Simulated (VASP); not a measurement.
# PbS (P4/mmm) in VASP: further runs

Runs on PbS. Level: PBE+D3(BJ). Tasks: single point.

All numbers are computed with VASP 6.6.1; they aren't measurements. Logs are shortened: lines on timing, memory, paths and dates and some standing lists are left out, and cuts for length are marked.

**1. The cell of the first run**

It takes space group P4/mmm (No. 123, tetragonal). Conventional cell: a = 3.386 Å, b = 3.386 Å, c = 3.602 Å, α = 90.00°, β = 90.00°, γ = 90.00°. Pb (site symmetry 4/mmm) has 8 S at 3.00 Å and 6 Pb at 3.39 to 3.60 Å within 3.9 Å. Within 3.9 Å of S (site symmetry 4/mmm) lie 8 Pb at 3.00 Å and 6 S at 3.39 to 3.60 Å.

**2. Single point, PBE+D3(BJ) (strain -0.0600 x Voigt [1, 1, 0, 0, 0, 0])**

File INCAR:

```
SYSTEM = PbS
PREC = Accurate
ENCUT = 520
EDIFF = 1E-7
ISMEAR = 0
SIGMA = 0.15
LREAL = .False.
LASPH = .True.
NELM = 80
ALGO = Normal
ISIF = 2
LWAVE = .False.
LCHARG = .False.
GGA = PE
IVDW = 12
NBANDS = 17
```

File KPOINTS:

```
Automatic mesh
0
Gamma
  16 16 16
  0 0 0
```

File POSCAR:

```
PbS
1.0
    3.3856374351      0.0000000000      0.0000000000
    0.0000000000      3.3856374351      0.0000000000
    0.0000000000      0.0000000000      3.6017419522
Pb S
1 1
Direct
    0.0000000000      0.0000000000      0.0000000000
    0.5000000000      0.5000000000      0.5000000000
```

Potentials or basis: VASP PAW PBE potentials, release 64 (Pb_d, S).

The run is started by

```console
> cat potpaw_PBE.64/Pb_d/POTCAR potpaw_PBE.64/S/POTCAR > POTCAR
> mpirun -np 1 vasp_std > vasp.out
```

OUTCAR:

```text
SYSTEM = PbS
   PREC = Accurate
   ENCUT = 520
   EDIFF = 1E-7
   ISMEAR = 0
   LREAL = .False.
   LASPH = .True.
   NELM = 80
   ISIF = 2
   GGA = PE
   IVDW = 12
 IVDW          = 12

 ion  position               nearest neighbor table
   1  0.000  0.000  0.000-   2 3.00   2 3.00   2 3.00   2 3.00   2 3.00   2 3.00   2 3.00   2 3.00

   2  0.500  0.500  0.500-   1 3.00   1 3.00   1 3.00   1 3.00   1 3.00   1 3.00   1 3.00   1 3.00

  LATTYP: Found a simple tetragonal cell.
 ALAT       =     3.3856374351
 C/A-ratio  =     1.0638297872

  Lattice vectors:

 A1 = (   3.3856374351,   0.0000000000,   0.0000000000)
 A2 = (   0.0000000000,   3.3856374351,   0.0000000000)
 A3 = (   0.0000000000,   0.0000000000,   3.6017419522)

Analysis of symmetry for initial positions (statically):
=====================================================================
 Subroutine PRICEL returns:
 Original cell was already a primitive cell.

 Routine SETGRP: Setting up the symmetry group for a
 simple tetragonal supercell.

 Subroutine GETGRP returns: Found 16 space group operations
 (whereof 16 operations were pure point group operations)
 out of a pool of 16 trial point group operations.

The static configuration has the point symmetry D_4h.

Analysis of symmetry for dynamics (positions and initial velocities):
=====================================================================
 Subroutine PRICEL returns:
 Original cell was already a primitive cell.

 Routine SETGRP: Setting up the symmetry group for a
 simple tetragonal supercell.

 Subroutine GETGRP returns: Found 16 space group operations
 (whereof 16 operations were pure point group operations)
 out of a pool of 16 trial point group operations.

The dynamic configuration has the point symmetry D_4h.

 Subroutine INISYM returns: Found 16 space group operations
 (whereof 16 operations are pure point group operations),
 and found     1 'primitive' translations

----------------------------------------------------------------------------------------

                                     Primitive cell

  volume of cell :      41.2851

  direct lattice vectors                    reciprocal lattice vectors
     3.385637435  0.000000000  0.000000000     0.295365354  0.000000000  0.000000000
     0.000000000  3.385637435  0.000000000     0.000000000  0.295365354  0.000000000
     0.000000000  0.000000000  3.601741952     0.000000000  0.000000000  0.277643433

  length of vectors
     3.385637435  3.385637435  3.601741952     0.295365354  0.295365354  0.277643433

  position of ions in fractional coordinates (direct lattice)
     0.000000000  0.000000000  0.000000000
     0.500000000  0.500000000  0.500000000

  ion indices of the primitive-cell ions
   primitive index   ion index
                 1           1
                 2           2

----------------------------------------------------------------------------------------

 KPOINTS: Automatic mesh

Automatic generation of k-mesh.
 Grid dimensions read from file:
 generate k-points for:   16   16   16

 Generating k-lattice:

  Cartesian coordinates                     Fractional coordinates (reciprocal lattice)
     0.018460335  0.000000000  0.000000000     0.062500000  0.000000000  0.000000000
     0.000000000  0.018460335  0.000000000     0.000000000  0.062500000  0.000000000
     0.000000000  0.000000000  0.017352715     0.000000000  0.000000000  0.062500000

  Length of vectors
     0.018460335  0.018460335  0.017352715

  Shift w.r.t. Gamma in fractional coordinates (k-lattice)
     0.000000000  0.000000000  0.000000000

 Subroutine IBZKPT returns following result:
 ===========================================

 Found    405 irreducible k-points:

 Following reciprocal coordinates:
            Coordinates               Weight
  0.000000  0.000000  0.000000      1.000000
  0.062500  0.000000  0.000000      4.000000
  0.125000  0.000000  0.000000      4.000000
  0.187500  0.000000  0.000000      4.000000
  0.250000  0.000000  0.000000      4.000000
  0.312500  0.000000  0.000000      4.000000
[... 16 lines left out ...]
  0.437500  0.125000  0.000000      8.000000
  0.500000  0.125000  0.000000      4.000000
 [... further k-points ...]
   k-points           NKPTS =    405   k-points in BZ     NKDIM =    405   number of bands    NBANDS=     17
   number of dos      NEDOS =    301   number of ions     NIONS =      2
   total plane-waves  NPLWV =  21952
   dimension x,y,z NGX =    28 NGY =   28 NGZ =   28
   dimension x,y,z NGXF=    56 NGYF=   56 NGZF=   56
   ions per type =               1   1
   NGX,Y,Z   is equivalent  to a cutoff of  13.75, 13.75, 12.92 a.u.
   NGXF,Y,Z  is equivalent  to a cutoff of  27.50, 27.50, 25.85 a.u.
 SYSTEM =  PbS
   PREC   = accura    normal or accurate (medium, high low for compatibility)
   ISTART =      0    job   : 0-new  1-cont  2-samecut
   ICHARG =      2    charge: 1-file 2-atom 10-const
   ISPIN  =      1    spin polarized calculation?
   LNONCOLLINEAR =      F non collinear calculations
   LSORBIT =      F    spin-orbit coupling
   LASPH  =      T    aspherical Exc in radial PAW
   ENCUT  =  520.0 eV  38.22 Ry    6.18 a.u.   6.30  6.30  6.70*2*pi/ulx,y,z
   NELM   =     80;   NELMIN=  2; NELMDL= -5     # of ELM steps
   EDIFF  = 0.1E-06   stopping-criterion for ELM
   LREAL  =      F    real-space projection
   EDIFFG = 0.1E-05   stopping-criterion for IOM
   NSW    =      0    number of steps for IOM
   IBRION =     -1    ionic relax: 0-MD 1-quasi-New 2-CG
   NFREE  =      0    steps in history (QN), initial steepest desc. (CG)
   ISIF   =      2    stress and relaxation
   ISYM   =      2    0-nonsym 1-usesym 2-fastsym
   POTIM  = 0.5000    time-step for ionic-motion
   TEBEG  =    0.0;   TEEND  =   0.0 temperature during run
   PSTRESS=    0.0 pullay stress
   NELECT =      20.0000    total number of electrons
   NUPDOWN=      -1.0000    fix difference up-down
   EMIN   =  10.00;   EMAX   =-10.00  energy-range for DOS
   EFERMI =   0.00;   METHOD = LEGACY
   ISMEAR =     0;   SIGMA  =   0.15  broadening in eV -4-tet -1-fermi 0-gaus
   EFERMI_NEDOS =   21; number of points for ismear=-14 and -15
   IALGO  =     38    algorithm
   IMIX   =      4    mixing-type and parameters
     AMIX     =   0.40;   BMIX     =  1.00
     AMIX_MAG =   1.60;   BMIX_MAG =  1.00
  volume/ion in A,a.u.               =      20.64       139.30
  Fermi-wavevector in a.u.,A,eV,Ry     =   1.285742  2.429699 22.492216  1.653131
  Thomas-Fermi vector in A             =   2.417858
   LORBIT       =      0    0 simple, 1 ext, 2 COOP (PROOUT), +10 PAW based schemes
   GGA     = PE    functional components
   LHFCALC =     F    Hartree Fock is set to
   AEXX    =    0.0000 exact exchange contribution
   IVDW    =    12    specifies the selected vdW correction
   LEPSILON=     F    determine dielectric tensor
   LRPA    =     F    only Hartree local field effects (RPA)
 non-spin polarized calculation
 Gauss-broadening in eV      SIGMA  =   0.15
  energy-cutoff  :      520.00
  volume of cell :       41.29
 maximum number of plane-waves:      1132
 NGX is ok and might be reduce to    28
   NGX = 13   NGY = 13   NGZ = 13

 number of electron      20.0000002 magnetization

 Free energy of the ion-electron system (eV)
  ---------------------------------------------------
  ext. energy  EPLUGINS =         0.00000000
  ---------------------------------------------------
  free energy    TOTEN  =        -7.96472351 eV

  energy without entropy =       -7.95661285  energy(sigma->0) =       -7.96066818

 E-fermi :   8.2170     XC(G=0): -11.0005

 val. band max:        8.2163106932   @ k =   0.5000   0.4375   0.4375
 cond. band min:       8.2231875791   @ k =   0.5000   0.4375   0.3750
 fundamental gap:      0.0068768859
 Fermi energy:         8.2169797406

 k-point     1 :       0.0000    0.0000    0.0000
  band No.  band energies     occupation
      1      -8.8479      2.00000
      2      -8.7508      2.00000
      3      -8.4457      2.00000
      4      -8.4457      2.00000
      5      -8.4380      2.00000
      6      -6.2607      2.00000
[... 9 lines left out ...]
     16      21.1786      0.00000
     17      21.1786      0.00000

 k-point     2 :       0.0625    0.0000    0.0000
  band No.  band energies     occupation
      1      -8.8393      2.00000
      2      -8.7466      2.00000
      3      -8.4509      2.00000
      4      -8.4452      2.00000
      5      -8.4428      2.00000
      6      -6.2170      2.00000
[... 9 lines left out ...]
     16      21.0516      0.00000
     17      21.1687      0.00000

 k-point     3 :       0.1250    0.0000    0.0000
  band No.  band energies     occupation
      1      -8.8182      2.00000
      2      -8.7314      2.00000
      3      -8.4659      2.00000
      4      -8.4562      2.00000
      5      -8.4437      2.00000
      6      -6.0868      2.00000
[... 9 lines left out ...]
     16      20.9449      0.00000
     17      21.1406      0.00000

 k-point     4 :       0.1875    0.0000    0.0000
  band No.  band energies     occupation
      1      -8.7966      2.00000
      2      -8.6992      2.00000
      3      -8.4880      2.00000
      4      -8.4762      2.00000
      5      -8.4416      2.00000
      6      -5.8738      2.00000
[... 9 lines left out ...]
     16      21.0527      0.00000
     17      21.0948      0.00000

 k-point     5 :       0.2500    0.0000    0.0000
  band No.  band energies     occupation
      1      -8.7818      2.00000
      2      -8.6510      2.00000
      3      -8.5140      2.00000
      4      -8.4996      2.00000
      5      -8.4390      2.00000
      6      -5.5859      2.00000
[... 9 lines left out ...]
     16      20.1666      0.00000
     17      21.0488      0.00000

 k-point     6 :       0.3125    0.0000    0.0000
  band No.  band energies     occupation
      1      -8.7723      2.00000
      2      -8.5981      2.00000
      3      -8.5397      2.00000
      4      -8.5228      2.00000
      5      -8.4364      2.00000
      6      -5.2409      2.00000
[... 9 lines left out ...]
     16      19.6047      0.00000
     17      20.9975      0.00000

 k-point     7 :       0.3750    0.0000    0.0000
  band No.  band energies     occupation
      1      -8.7660      2.00000
      2      -8.5614      2.00000
      3      -8.5521      2.00000
      4      -8.5424      2.00000
      5      -8.4342      2.00000
      6      -4.8754      2.00000
[... 9 lines left out ...]
     16      20.9225      0.00000
     17      20.9548      0.00000

 k-point     8 :       0.4375    0.0000    0.0000
  band No.  band energies     occupation
      1      -8.7623      2.00000
      2      -8.5758      2.00000
      3      -8.5554      2.00000
      4      -8.5210      2.00000
      5      -8.4328      2.00000
      6      -4.5648      2.00000
[... 9 lines left out ...]
     16      20.9263      0.00000
     17      22.5502      0.00000
[... 203 lines left out ...]
      1      -8.7492      2.00000
      2      -8.6957      2.00000
      3      -8.5037      2.00000
      4      -8.4857      2.00000
      5      -8.4606      2.00000
      6      -5.6964      2.00000
[... 9 lines left out ...]
     16      19.4752      0.00000
     17      19.9809      0.00000

 k-point    20 :       0.2500    0.1250    0.0000
  band No.  band energies     occupation
      1      -8.7352      2.00000
      2      -8.6456      2.00000
      3      -8.5321      2.00000
      4      -8.5111      2.00000
      5      -8.4578      2.00000
      6      -5.4082      2.00000
[... 9 lines left out ...]
     16      19.4245      0.00000
     17      19.8886      0.00000

 k-point    21 :       0.3125    0.1250    0.0000
  band No.  band energies     occupation
      1      -8.7278      2.00000
      2      -8.5895      2.00000
      3      -8.5598      2.00000
      4      -8.5363      2.00000
      5      -8.4548      2.00000
      6      -5.0651      2.00000
[... 9 lines left out ...]
     16      19.5345      0.00000
     17      20.0256      0.00000

 k-point    22 :       0.3750    0.1250    0.0000
  band No.  band energies     occupation
      1      -8.7227      2.00000
      2      -8.5830      2.00000
      3      -8.5575      2.00000
      4      -8.5409      2.00000
      5      -8.4523      2.00000
      6      -4.7044      2.00000
[... 9 lines left out ...]
     16      19.7199      0.00000
     17      20.9796      0.00000

 k-point    23 :       0.4375    0.1250    0.0000
  band No.  band energies     occupation
      1      -8.7196      2.00000
      2      -8.5983      2.00000
      3      -8.5717      2.00000
      4      -8.5085      2.00000
      5      -8.4506      2.00000
      6      -4.4007      2.00000
[... 9 lines left out ...]
     16      19.8901      0.00000
     17      21.5524      0.00000

 k-point    24 :       0.5000    0.1250    0.0000
  band No.  band energies     occupation
      1      -8.7185      2.00000
      2      -8.6037      2.00000
      3      -8.5767      2.00000
      4      -8.4971      2.00000
      5      -8.4501      2.00000
      6      -4.2743      2.00000
[... 9 lines left out ...]
     16      19.9599      0.00000
     17      22.0562      0.00000

 [... further k-points ...]

------------------------ aborting loop because EDIFF is reached ----------------------------------------

 Edisp (eV)   -0.88158

 E8    (eV) :    -0.3956

  FORCE on cell =-STRESS in cart. coord.  units (eV):
  Direction    XX          YY          ZZ          XY          YZ          ZX
  --------------------------------------------------------------------------------------
  -------------------------------------------------------------------------------------
  Total       3.01844     3.01844     1.34802     0.00000    -0.00000     0.00000
  in kB     117.13859   117.13859    52.31346     0.00000    -0.00000     0.00000
  external pressure =       95.53 kB  Pullay stress =        0.00 kB

 VOLUME and BASIS-vectors are now :
 -----------------------------------------------------------------------------
  energy-cutoff  :      520.00
  volume of cell :       41.29
      direct lattice vectors                 reciprocal lattice vectors
     3.385637435  0.000000000  0.000000000     0.295365354  0.000000000  0.000000000
     0.000000000  3.385637435  0.000000000     0.000000000  0.295365354  0.000000000
     0.000000000  0.000000000  3.601741952     0.000000000  0.000000000  0.277643433

 POSITION                                       TOTAL-FORCE (eV/Angst)
 -----------------------------------------------------------------------------------
      0.00000      0.00000      0.00000         0.000000      0.000000      0.000000
      1.69282      1.69282      1.80087         0.000000      0.000000      0.000000
 -----------------------------------------------------------------------------------
    total drift:                               -0.000000      0.000000      0.000000

  FREE ENERGIE OF THE ION-ELECTRON SYSTEM (eV)
  ---------------------------------------------------
  free  energy   TOTEN  =        -8.8463022383 eV

  energy  without entropy=       -8.8381915823  energy(sigma->0) =       -8.84224691
```

It took 2.4 min on 1 thread of Intel Xeon Platinum 8488C (Sapphire Rapids), shared host; peak memory 0.38 GiB.

What came out:

```
Free energy                : -8.8463 eV
Pressure                   : 9.6 GPa
Band gap on the k mesh     : zero (bands 10 and 11 overlap by 1.71 eV)
Dispersion energy per atom : -0.441 eV
```

Caveat: the cell differs from its parent crystal (strain -0.0600 x Voigt [1, 1, 0, 0, 0, 0]); the cell stands under pressure; spin-orbit coupling is left out, which moves the levels of the heavy elements.

**3. Single point, PBE+D3(BJ) (strain -0.0300 x Voigt [1, 1, 0, 0, 0, 0])**

Edit INCAR of step 2 so:

```diff
@@ -3,3 +3,3 @@
 ENCUT = 520
-EDIFF = 1E-7
+EDIFF = 1E-6
 ISMEAR = 0
@@ -8,3 +8,3 @@
 LASPH = .True.
-NELM = 80
+NELM = 60
 ALGO = Normal
```

File KPOINTS:

```
regular mesh
0
Gamma
  16 16 16
  0 0 0
```

File POSCAR:

```
PbS
1.0
    3.4936896936      0.0000000000      0.0000000000
    0.0000000000      3.4936896936      0.0000000000
    0.0000000000      0.0000000000      3.6017419522
Pb S
1 1
Direct
    0.0000000000      0.0000000000      0.0000000000
    0.5000000000      0.5000000000      0.5000000000
```

Potentials or basis: VASP PAW PBE potentials, release 64 (Pb_d, S).

The run is started by

```console
> cat potpaw_PBE.64/Pb_d/POTCAR potpaw_PBE.64/S/POTCAR > POTCAR
> mpirun -np 1 vasp_std > vasp.out
```

Wall time 2.2 min (1 thread of Intel Xeon Platinum 8488C (Sapphire Rapids), shared host); peak memory 0.4 GiB.

It converged, with:

```yaml
Free_energy: -8.9851 eV
Pressure: 4.0 GPa
Band_gap_on_the_k_mesh: zero (bands 10 and 11 overlap by 1.10 eV)
Dispersion_energy_per_atom: -0.414 eV
```

Stress tensor (GPa, compression positive):
```
5.03 0.00 0.00
0.00 5.03 0.00
0.00 0.00 1.98
```

Levels at points of the mesh, in eV from the Fermi level:
```
           k point  band 7  band 8  band 9  band 10  band 11  band 12  band 13  band 14
(0.00, 0.00, 0.00)   -6.42   -2.17   -1.73    -1.73     5.23     5.51     7.16     7.42
(0.50, 0.00, 0.00)   -9.38   -0.77   -0.45     0.09     0.33     3.77     4.43     6.42
(0.50, 0.50, 0.00)   -7.09   -5.02   -5.02    -0.56     4.33     4.33     6.33     7.16
(0.00, 0.00, 0.50)   -9.61   -0.52   -0.52     0.27     0.70     4.22     4.22     6.47
(0.50, 0.00, 0.50)   -7.34   -5.12   -5.09    -0.30     4.57     4.88     6.77     7.48
(0.50, 0.50, 0.50)   -5.62   -2.78   -2.78    -2.68    -0.83    -0.83    -0.57    14.26
```

Caveat: the cell differs from its parent crystal (strain -0.0300 x Voigt [1, 1, 0, 0, 0, 0]); the cell stands under pressure; spin-orbit coupling is left out, which moves the levels of the heavy elements.

**4. Single point, PBE+D3(BJ) (strain +0.0150 x Voigt [1, 1, 0, 0, 0, 0])**

File INCAR:

```
PREC = Accurate
ENCUT = 520
EDIFF = 1E-6
ISMEAR = 0
SIGMA = 0.15
LREAL = F
LASPH = T
NELM = 60
ALGO = Normal
ISIF = 2
LWAVE = F
LCHARG = F
GGA = PE
IVDW = 12
NBANDS = 17
```

File KPOINTS:

```
Automatic mesh
0
Gamma
  16 16 16
```

File POSCAR:

```
PbS
1.0
    3.6557680815      0.0000000000      0.0000000000
    0.0000000000      3.6557680815      0.0000000000
    0.0000000000      0.0000000000      3.6017419522
Pb S
1 1
Direct
    0.0000000000      0.0000000000      0.0000000000
    0.5000000000      0.5000000000      0.5000000000
```

The run is started by

```console
> cat potpaw_PBE.64/Pb_d/POTCAR potpaw_PBE.64/S/POTCAR > POTCAR
> mpirun -np 1 vasp_std > vasp.out
```

Run time: 2.6 min. Hardware: 1 thread of Intel Xeon Platinum 8488C (Sapphire Rapids), shared host; peak memory 0.42 GiB.

It converged, with:

```yaml
Free_energy: -9.0160 eV
Pressure: -1.8 GPa
Band_gap_on_the_k_mesh: zero (bands 10 and 11 overlap by 0.58 eV)
Dispersion_energy_per_atom: -0.379 eV
```

Stress tensor (GPa, compression positive):
```
-2.29  0.00  0.00
 0.00 -2.29  0.00
 0.00  0.00 -0.94
```

Levels at points of the mesh, in eV from the Fermi level:
| k point | band 8 | band 9 | band 10 | band 11 | band 12 | band 13 |
| --- | --- | --- | --- | --- | --- | --- |
| (0.00, 0.00, 0.00) | -1.65 | -1.65 | -1.45 | 5.45 | 5.59 | 6.62 |
| (0.50, 0.00, 0.00) | -0.51 | -0.37 | -0.03 | 0.43 | 3.88 | 4.18 |
| (0.50, 0.50, 0.00) | -4.49 | -4.49 | -0.18 | 4.39 | 4.39 | 6.18 |
| (0.00, 0.00, 0.50) | -0.48 | -0.48 | -0.10 | 0.28 | 3.98 | 3.98 |
| (0.50, 0.00, 0.50) | -4.46 | -4.45 | -0.29 | 4.16 | 4.30 | 5.99 |
| (0.50, 0.50, 0.50) | -2.42 | -2.37 | -2.37 | -0.54 | -0.41 | -0.41 |

Caveat: the cell differs from its parent crystal (strain +0.0150 x Voigt [1, 1, 0, 0, 0, 0]); semilocal functionals underestimate gaps, so a narrow gap can read as zero; spin-orbit coupling is left out, which moves the levels of the heavy elements.

(Continued in part 2 of 2.)
